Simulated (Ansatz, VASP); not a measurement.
**One calculation of PbSe, two programs**

File POSCAR:

```
PbSe
1.0
    0.0000000000      3.4232041400      3.4232041400
    3.4232041400      0.0000000000      3.4232041400
    3.4232041400      3.4232041400      0.0000000000
Pb Se
1 1
Direct
    0.0000000000      0.0000000000      0.0000000000
    0.2500000000      0.2500000000      0.2500000000
```

INCAR.step1

```
SYSTEM = PbSe
ALGO = Normal ; EDIFF = 1E-5
ENCUT = 520 ; GGA = PE
ISIF = 2 ; ISMEAR = 0
LASPH = .True. ; LCHARG = .False.
LREAL = .False. ; LWAVE = .True.
NBANDS = 17 ; NELM = 60
PREC = Accurate ; SIGMA = 0.01
```

The input INCAR.step2:

```
SYSTEM = PbSe
AEXX = 1.0 ; AGGAC = 1.0
ALDAC = 1.0 ; ALGO = Normal
EDIFF = 1E-6 ; ENCUT = 520
GGA = PE ; HFSCREEN = 0.1
ISIF = 2 ; ISMEAR = 0
ISTART = 1 ; LASPH = .True.
LCHARG = .False. ; LHFCALC = .True.
LREAL = .False. ; LWAVE = .False.
NBANDS = 17 ; NELM = 60
PREC = Accurate ; PRECFOCK = Normal
SIGMA = 0.01
```

KPOINTS

```
k-points
0
Gamma
  4 4 4
  0 0 0
```

Input for Ansatz:

```yaml
crystal:
  lattice:
    - [0.0, 3.42320414, 3.42320414]
    - [3.42320414, 0.0, 3.42320414]
    - [3.42320414, 3.42320414, 0.0]
  atoms:
    - { symbol: Pb, position: [0.0, 0.0, 0.0] }
    - { symbol: Se, position: [0.25, 0.25, 0.25] }
kpoints:
  mp_grid: { grid: [4, 4, 4] }
hamiltonian:
  xc: { exchange: pbe, correlation: pbe, exx: { coeff: 1.0, omega: 0.1 } }
scf:
  occupations: { method: fixed }
  n_extra_bands: 4
output:
  forces: true
  stress: true
  eigenvalues: true
```

Alike in both runs: task single point; functional PBE-based screened hybrid with a share of 1.0 of exact exchange and HFSCREEN = 0.1; k mesh 4 × 4 × 4; no spin polarisation.

|  | VASP | Ansatz |
| --- | --- | --- |
| version | VASP 6.6.1 | Ansatz 0.2.0 |
| potentials or method | VASP PAW PBE potentials, release 64 (Pb_d, Se) | plane waves |
| plane-wave cutoff (eV) | 520 | 420 |
| occupations | gaussian, width 0.01 eV | fixed |
| valence electrons in the cell | 20 | 30 |

```tsv
	VASP	Ansatz	Ansatz less VASP
gap on the k mesh at the Fermi level (eV)	4.07	3.96	-0.110
pressure (GPa)	-1.6	-1.1	+0.47
```

VASP's potentials were made for PBE, not for PBE-based screened hybrid. VASP's potentials hold 20 valence electrons a cell and Ansatz's 30, so a difference there can come from the potentials and not from the codes. Ansatz's warnings: stress exchange threshold loose, stress scf threshold loose.

Spin-orbit coupling is off throughout.
